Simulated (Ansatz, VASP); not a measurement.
## Two plane-wave programs on HCl

```xyz
2
Lattice="0.0000 3.7462 3.7476 1.5333 0.0000 3.7476 1.5333 3.7462 0.0000" Properties=species:S:1:pos:R:3 pbc="T T T"
H     0.0000    0.0000    0.0000
Cl    1.5333    3.7462    3.7476
```

Alike in both runs: task relaxation of cell and atoms; functional PBEsol; k mesh 8 × 8 × 8; no spin polarisation.

|  | VASP | Ansatz |
| --- | --- | --- |
| version | VASP 6.6.1 | Ansatz 0.2.0 |
| potentials or method | VASP PAW PBE potentials, release 64 (H, Cl), cutoff 600 eV | scalar-relativistic, plane waves, PAW |
| occupations | gaussian, width 0.01 eV | fixed |
| valence electrons in the cell | 8 | 8 |

|  | VASP | Ansatz | Ansatz less VASP |
| --- | --- | --- | --- |
| gap on the k mesh at the Fermi level, each at its own relaxed structure (eV) | 2.94 | 2.89 | -0.055 |
| relaxed volume (Å³/atom) | 21.51 | 21.77 | +0.263 |
| relaxed length of the cell vector where the two differ most in proportion (Å) | 5.299 | 5.328 | +0.0294 |

VASP's potentials were made for PBE, not for PBEsol.
